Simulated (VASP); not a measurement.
Set up this calculation in VASP 6.6.1, as the native input.

* Task: relaxation of cell and atoms
* Functional: PBEsol
* Potentials or basis: VASP PAW PBE potentials, release 64 (Ca_sv, O)
* Cutoff: 600 eV
* k mesh: 4 × 4 × 4
* Occupations: fermi-dirac, width 0.03 eV
* Spin: no spin polarisation
* Dipole correction: no
* Further INCAR settings: ALGO = Normal; EDIFF = 1e-06; IBRION = 2; EDIFFG = -0.01; NSW = 100; ISIF = 3

The structure of CaO lies in POSCAR:

```
CaO
1.0
    4.8071113900      0.0000000000      0.0000000000
    0.0000000000      4.8071113900      0.0000000000
    0.0000000000      0.0000000000      4.8071113900
Ca O
4 4
Direct
    0.8630876900      0.6369123100      0.3630876900
    0.6369123100      0.3630876900      0.8630876900
    0.3630876900      0.8630876900      0.6369123100
    0.1369123100      0.1369123100      0.1369123100
    0.1586982700      0.3413017300      0.6586982700
    0.3413017300      0.6586982700      0.1586982700
    0.6586982700      0.1586982700      0.3413017300
    0.8413017300      0.8413017300      0.8413017300
```

One way to write it, as run:

INCAR

```
SYSTEM = CaO
  PREC = Accurate
  ENCUT = 600
  EDIFF = 1E-6
  ISMEAR = -1
  SIGMA = 0.03
  LREAL = .False.
  LASPH = .True.
  NELM = 80
  ALGO = Normal
  ISIF = 3
  LWAVE = .False.
  LCHARG = .False.
  GGA = PS
  IBRION = 2
  NSW = 100
  EDIFFG = -0.01
```

KPOINTS

```
regular mesh
0
Gamma
  4 4 4
  0 0 0
```

Potentials or basis: VASP PAW PBE potentials, release 64 (Ca_sv, O).

Launch:

```sh
$ cat potpaw_PBE.64/Ca_sv/POTCAR potpaw_PBE.64/O/POTCAR > POTCAR
$ mpirun -np 1 vasp_std > vasp.out
```

Results of the run:

- Relaxed volume: 13.62 Å³/atom
- Relaxed cell: a = 4.776 Å, b = 4.776 Å, c = 4.776 Å, α = 90.00°, β = 90.00°, γ = 90.00°
- Space group after relaxing (to 0.1 Å): Fm-3m (No. 225)
- Energy gained by relaxing: 880.5 meV/atom
- Ionic steps: 33
- Pressure after relaxing: -0.1 GPa
- Largest force after relaxing: 0.008 eV/Å
- Band gap on the k mesh: 3.53 eV

Caveat: the PAW data sets were made with another functional, which shifts forces and pressure a little.

It took 23 min on 1 thread of Intel(R) Xeon(R) Platinum 8259CL CPU @ 2.50GHz (Skylake/Cascade Lake), on a shared host, peak memory 0.28 GiB.
